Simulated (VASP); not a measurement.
# Tl (P6_3/mmc) in VASP: notebook

Runs on Tl. Level: PBEsol. Tasks: single point.

All numbers are computed with VASP 6.6.1; they aren't measurements. Logs are shortened: lines on timing, memory, paths and dates and some standing lists are left out, and cuts for length are marked.

**1. The cell of the first run**

The structure is hexagonal, space group P6_3/mmc (No. 194). Conventional cell: a = 3.478 Å, b = 3.478 Å, c = 11.289 Å, α = 90.00°, β = 90.00°, γ = 120.00°. Within 4.6 Å of Tl (site symmetry -3m) lie 12 Tl at 3.46 to 3.48 Å. Tl (site symmetry -6m2) has 12 Tl at 3.46 to 3.48 Å within 4.6 Å.

**2. Single point, PBEsol (29.57 Å³/atom)**

INCAR reads:

```
SYSTEM = Tl
ALGO = Normal ; EDIFF = 1E-6
ENCUT = 520 ; GGA = PS
ISIF = 2 ; ISMEAR = -1
LASPH = .TRUE. ; LCHARG = .FALSE.
LREAL = .FALSE. ; LWAVE = .FALSE.
NBANDS = 34 ; NELM = 100
PREC = Accurate ; SIGMA = 0.1
```

KPOINTS reads:

```
k-points
0
G
  12 12 4
  0 0 0
```

POSCAR reads:

```
Tl
1.0
    3.4780796221      0.0000000000      0.0000000000
   -1.7390398111      3.0121053091      0.0000000000
    0.0000000000      0.0000000000     11.2890864057
Tl
4
Direct
    1.0000000000      1.0000000000      1.0000000000
    1.0000000000      1.0000000000      0.5000000000
    0.3333333333      0.6666666667      0.2500000000
    0.6666666667      0.3333333333      0.7500000000
```

Potentials or basis: VASP PAW PBE potentials, release 64 (Tl_d).

On the command line:

```console
> cat potpaw_PBE.64/Tl_d/POTCAR > POTCAR
> mpirun -np 1 vasp_std > vasp.out
```

OUTCAR:

```text
SYSTEM = Tl
   EDIFF = 1E-6
   ENCUT = 520
   GGA = PS
   ISIF = 2
   ISMEAR = -1
   LASPH = .TRUE.
   LREAL = .FALSE.
   NELM = 100
   PREC = Accurate

 ion  position               nearest neighbor table
   1  0.000  0.000  0.000-   3 3.46   4 3.46   4 3.46   3 3.46   4 3.46   3 3.46
   2  0.000  0.000  0.500-   3 3.46   4 3.46   4 3.46   3 3.46   4 3.46   3 3.46
   3  0.333  0.667  0.250-   1 3.46   2 3.46   1 3.46   2 3.46   1 3.46   2 3.46
   4  0.667  0.333  0.750-   1 3.46   2 3.46   1 3.46   2 3.46   1 3.46   2 3.46

  LATTYP: Found a hexagonal cell.
 ALAT       =     3.4780796221
 C/A-ratio  =     3.2457814749

  Lattice vectors:

 A1 = (   3.4780796221,   0.0000000000,   0.0000000000)
 A2 = (  -1.7390398111,   3.0121053091,   0.0000000000)
 A3 = (   0.0000000000,   0.0000000000,  11.2890864057)

Analysis of symmetry for initial positions (statically):
=====================================================================
 Subroutine PRICEL returns:
 Original cell was already a primitive cell.

 Routine SETGRP: Setting up the symmetry group for a
 hexagonal supercell.

 Subroutine GETGRP returns: Found 24 space group operations
 (whereof 12 operations were pure point group operations)
 out of a pool of 24 trial point group operations.

The static configuration has the point symmetry D_3d.
 The point group associated with its full space group is D_6h.

Analysis of symmetry for dynamics (positions and initial velocities):
=====================================================================
 Subroutine PRICEL returns:
 Original cell was already a primitive cell.

 Routine SETGRP: Setting up the symmetry group for a
 hexagonal supercell.

 Subroutine GETGRP returns: Found 24 space group operations
 (whereof 12 operations were pure point group operations)
 out of a pool of 24 trial point group operations.

The dynamic configuration has the point symmetry D_3d.
 The point group associated with its full space group is D_6h.

 Subroutine INISYM returns: Found 24 space group operations
 (whereof 12 operations are pure point group operations),
 and found     1 'primitive' translations

----------------------------------------------------------------------------------------

                                     Primitive cell

  volume of cell :     118.2683

  direct lattice vectors                    reciprocal lattice vectors
     3.478079622  0.000000000  0.000000000     0.287514982  0.165996852  0.000000000
    -1.739039811  3.012105309  0.000000000     0.000000000  0.331993705  0.000000000
     0.000000000  0.000000000 11.289086406     0.000000000  0.000000000  0.088581127

  length of vectors
     3.478079622  3.478079622 11.289086406     0.331993705  0.331993705  0.088581127

  position of ions in fractional coordinates (direct lattice)
     0.000000000  0.000000000  0.000000000
     0.000000000  0.000000000  0.500000000
     0.333333333  0.666666667  0.250000000
     0.666666667  0.333333333  0.750000000

  ion indices of the primitive-cell ions
   primitive index   ion index
                 1           1
                 2           2
                 3           3
                 4           4

----------------------------------------------------------------------------------------

 KPOINTS: k-points

Automatic generation of k-mesh.
 Grid dimensions read from file:
 generate k-points for:   12   12    4

 Generating k-lattice:

  Cartesian coordinates                     Fractional coordinates (reciprocal lattice)
     0.023959582  0.013833071  0.000000000     0.083333333  0.000000000  0.000000000
     0.000000000  0.027666142  0.000000000     0.000000000  0.083333333  0.000000000
     0.000000000  0.000000000  0.022145282     0.000000000  0.000000000  0.250000000

  Length of vectors
     0.027666142  0.027666142  0.022145282

  Shift w.r.t. Gamma in fractional coordinates (k-lattice)
     0.000000000  0.000000000  0.000000000

 Subroutine IBZKPT returns following result:
 ===========================================

 Found     57 irreducible k-points:

 Following reciprocal coordinates:
            Coordinates               Weight
  0.000000  0.000000  0.000000      1.000000
  0.083333  0.000000  0.000000      6.000000
  0.166667  0.000000  0.000000      6.000000
  0.250000  0.000000  0.000000      6.000000
  0.333333  0.000000  0.000000      6.000000
  0.416667  0.000000  0.000000      6.000000
[... 16 lines left out ...]
  0.250000  0.000000  0.250000     12.000000
  0.333333  0.000000  0.250000     12.000000
 [... further k-points ...]
   k-points           NKPTS =     57   k-points in BZ     NKDIM =     57   number of bands    NBANDS=     34
   number of dos      NEDOS =    301   number of ions     NIONS =      4
   total plane-waves  NPLWV =  65856
   dimension x,y,z NGX =    28 NGY =   28 NGZ =   84
   dimension x,y,z NGXF=    56 NGYF=   56 NGZF=  168
   ions per type =               4
   NGX,Y,Z   is equivalent  to a cutoff of  13.38, 13.38, 12.37 a.u.
   NGXF,Y,Z  is equivalent  to a cutoff of  26.77, 26.77, 24.74 a.u.
 SYSTEM =  Tl
   PREC   = accura    normal or accurate (medium, high low for compatibility)
   ISTART =      0    job   : 0-new  1-cont  2-samecut
   ICHARG =      2    charge: 1-file 2-atom 10-const
   ISPIN  =      1    spin polarized calculation?
   LNONCOLLINEAR =      F non collinear calculations
   LSORBIT =      F    spin-orbit coupling
   LASPH  =      T    aspherical Exc in radial PAW
   ENCUT  =  520.0 eV  38.22 Ry    6.18 a.u.   6.47  6.47 20.99*2*pi/ulx,y,z
   NELM   =    100;   NELMIN=  2; NELMDL= -5     # of ELM steps
   EDIFF  = 0.1E-05   stopping-criterion for ELM
   LREAL  =      F    real-space projection
   EDIFFG = 0.1E-04   stopping-criterion for IOM
   NSW    =      0    number of steps for IOM
   IBRION =     -1    ionic relax: 0-MD 1-quasi-New 2-CG
   NFREE  =      0    steps in history (QN), initial steepest desc. (CG)
   ISIF   =      2    stress and relaxation
   ISYM   =      2    0-nonsym 1-usesym 2-fastsym
   POTIM  = 0.5000    time-step for ionic-motion
   TEBEG  =    0.0;   TEEND  =   0.0 temperature during run
   PSTRESS=    0.0 pullay stress
   NELECT =      52.0000    total number of electrons
   NUPDOWN=      -1.0000    fix difference up-down
   EMIN   =  10.00;   EMAX   =-10.00  energy-range for DOS
   EFERMI =   0.00;   METHOD = LEGACY
   ISMEAR =    -1;   SIGMA  =   0.10  broadening in eV -4-tet -1-fermi 0-gaus
   EFERMI_NEDOS =   21; number of points for ismear=-14 and -15
   IALGO  =     38    algorithm
   IMIX   =      4    mixing-type and parameters
     AMIX     =   0.40;   BMIX     =  1.00
     AMIX_MAG =   1.60;   BMIX_MAG =  1.00
  volume/ion in A,a.u.               =      29.57       199.53
  Fermi-wavevector in a.u.,A,eV,Ry     =   1.244858  2.352440 21.084558  1.549671
  Thomas-Fermi vector in A             =   2.379106
   LORBIT       =      0    0 simple, 1 ext, 2 COOP (PROOUT), +10 PAW based schemes
   GGA     = PS    functional components
   LHFCALC =     F    Hartree Fock is set to
   AEXX    =    0.0000 exact exchange contribution
   IVDW    =     0    specifies the selected vdW correction
   LEPSILON=     F    determine dielectric tensor
   LRPA    =     F    only Hartree local field effects (RPA)
 non-spin polarized calculation
  energy-cutoff  :      520.00
  volume of cell :      118.27
 maximum number of plane-waves:      3222
 NGX is ok and might be reduce to    28
   NGX = 13   NGY = 13   NGZ = 41

 number of electron      52.0000011 magnetization

 Free energy of the ion-electron system (eV)
  ---------------------------------------------------
  ext. energy  EPLUGINS =         0.00000000
  ---------------------------------------------------
  free energy    TOTEN  =       -10.47687909 eV

  energy without entropy =      -10.39555752  energy(sigma->0) =      -10.43621830

 E-fermi :   6.0082     XC(G=0): -10.2016

 val. band max:        5.9420550778   @ k =   0.2500   0.1667   0.0000
 cond. band min:       6.0155485970   @ k =   0.3333   0.0833   0.0000
 fundamental gap:      0.0734935192
 Fermi energy:         6.0081812153

 k-point     1 :       0.0000    0.0000    0.0000
  band No.  band energies     occupation
      1      -5.6427      2.00000
      2      -5.5347      2.00000
      3      -5.5200      2.00000
      4      -5.4634      2.00000
      5      -5.4634      2.00000
      6      -5.4519      2.00000
[... 26 lines left out ...]
     33      14.8998      0.00000
     34      15.9574      0.00000

 k-point     2 :       0.0833    0.0000    0.0000
  band No.  band energies     occupation
      1      -5.6184      2.00000
      2      -5.5202      2.00000
      3      -5.5184      2.00000
      4      -5.4684      2.00000
      5      -5.4536      2.00000
      6      -5.4475      2.00000
[... 26 lines left out ...]
     33      14.5292      0.00000
     34      14.9822      0.00000

 k-point     3 :       0.1667    0.0000    0.0000
  band No.  band energies     occupation
      1      -5.5966      2.00000
      2      -5.5329      2.00000
      3      -5.5276      2.00000
      4      -5.4583      2.00000
      5      -5.4540      2.00000
      6      -5.4388      2.00000
[... 26 lines left out ...]
     33      13.7061      0.00000
     34      13.7240      0.00000
[... 704 lines left out ...]
 k-point    23 :       0.2500    0.0000    0.2500
  band No.  band energies     occupation
      1      -5.6410      2.00000
      2      -5.5982      2.00000
      3      -5.5414      2.00000
      4      -5.4932      2.00000
      5      -5.4739      2.00000
      6      -5.4163      2.00000
[... 26 lines left out ...]
     33      12.2355      0.00000
     34      13.6083      0.00000

 k-point    24 :       0.3333    0.0000    0.2500
  band No.  band energies     occupation
      1      -5.7003      2.00000
      2      -5.6435      2.00000
      3      -5.5924      2.00000
      4      -5.5666      2.00000
      5      -5.5322      2.00000
      6      -5.4673      2.00000
[... 26 lines left out ...]
     33      11.9680      0.00000
     34      12.9150      0.00000

 [... further k-points ...]

------------------------ aborting loop because EDIFF is reached ----------------------------------------

  FORCE on cell =-STRESS in cart. coord.  units (eV):
  Direction    XX          YY          ZZ          XY          YZ          ZX
  --------------------------------------------------------------------------------------
  -------------------------------------------------------------------------------------
  Total       -0.9737629     -0.9737629     -0.9981593      0.0000000     -0.0000000      0.0000000
  in kB      -13.1915357    -13.1915357    -13.5220329      0.0000000     -0.0000000      0.0000000
  external PRESSURE =     -13.3017014 kB  Pullay stress =       0.0000000 kB

 VOLUME and BASIS-vectors are now :
 -----------------------------------------------------------------------------
  energy-cutoff  :      520.00
  volume of cell :      118.27
      direct lattice vectors                 reciprocal lattice vectors
     3.478079622  0.000000000  0.000000000     0.287514982  0.165996852  0.000000000
    -1.739039811  3.012105309  0.000000000     0.000000000  0.331993705  0.000000000
     0.000000000  0.000000000 11.289086406     0.000000000  0.000000000  0.088581127

 POSITION                                       TOTAL-FORCE (eV/Angst)
 -----------------------------------------------------------------------------------
      0.00000      0.00000      0.00000         0.000000     -0.000000     -0.000000
      0.00000      0.00000      5.64454         0.000000     -0.000000     -0.000000
     -0.00000      2.00807      2.82227         0.000000     -0.000000      0.000000
      1.73904      1.00404      8.46681        -0.000000      0.000000     -0.000000
 -----------------------------------------------------------------------------------
    total drift:                                0.000000     -0.000000      0.000000

  FREE ENERGIE OF THE ION-ELECTRON SYSTEM (eV)
  ---------------------------------------------------
  free  energy   TOTEN  =       -10.4768790881 eV

  energy  without entropy=      -10.3955575180  energy(sigma->0) =      -10.43621830
```

It took 63 s on 1 thread of Intel Xeon 6975P-C (Granite Rapids), shared host; peak memory 0.33 GiB.

Results:

```yaml
Free_energy: -10.4769 eV
Pressure: -1.3 GPa
Band_gap_on_the_k_mesh: zero (bands 26 and 27 overlap by 4.27 eV)
```

Levels at points of the mesh, in eV from the Fermi level:
```csv
k point,band 22,band 23,band 24,band 25,band 26,band 27,band 28,band 29,band 30,band 31
"(0.00, 0.00, 0.00)",-8.46,-8.44,-5.24,-2.75,3.04,3.05,7.95,7.95,8.87,8.87
"(0.50, 0.00, 0.00)",-5.18,-4.69,-4.02,-2.55,-2.24,-0.31,0.14,1.86,2.83,3.95
"(0.00, 0.00, 0.50)",-9.48,-6.77,-6.77,-0.57,-0.57,7.16,7.16,8.21,8.21,8.21
"(0.50, 0.00, 0.50)",-5.37,-4.50,-4.50,-1.72,-1.72,-1.05,-1.05,3.43,3.43,4.37
```

Caveat: the PAW data sets were made with another functional, which shifts forces and pressure a little; spin-orbit coupling is left out, which moves the levels of the heavy elements.

(Part 1 of 2 ends here.)
